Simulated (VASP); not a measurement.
TiO, 2 atoms in the cell. Symmetry: P-6m2, No. 187, hexagonal system. Conventional cell: a = 2.742 Å, b = 2.742 Å, c = 3.017 Å, α = 90.00°, β = 90.00°, γ = 120.00°. Ti (site symmetry -6m2) has 6 O at 2.19 Å and 6 Ti at 2.74 Å within 2.9 Å. O (site symmetry -6m2) has 6 Ti at 2.19 Å and 6 O at 2.74 Å within 2.9 Å. 

| Item | Value |
| --- | --- |
| Program | VASP 6.6.1 |
| Task | single point |
| Functional | PBEsol |
| Potentials or basis | VASP PAW PBE potentials, release 64 (Ti_sv, O) |
| Cutoff | 520 eV |
| k mesh | 18 × 18 × 16 |
| Occupations | gaussian, width 0.15 eV |
| Spin | no spin polarisation |
| Dipole correction | no |
| Further INCAR settings | ALGO = Normal; EDIFF = 1e-07; NBANDS = 16 |

Potentials or basis: VASP PAW PBE potentials, release 64 (Ti_sv, O).

The run is started by

```console
$ cat potpaw_PBE.64/Ti_sv/POTCAR potpaw_PBE.64/O/POTCAR > POTCAR
$ mpirun -np 1 vasp_std > vasp.out
```

Hardware: 1 thread of AMD EPYC 7R13, with other jobs on the host.

**Question.** How long does it take, and how much memory?

**Answer.** Run time: 3.2 min on 1 thread of AMD EPYC 7R13, with other jobs on the host, peak memory 0.18 GiB. Counts: scf iterations 15, k points 333.
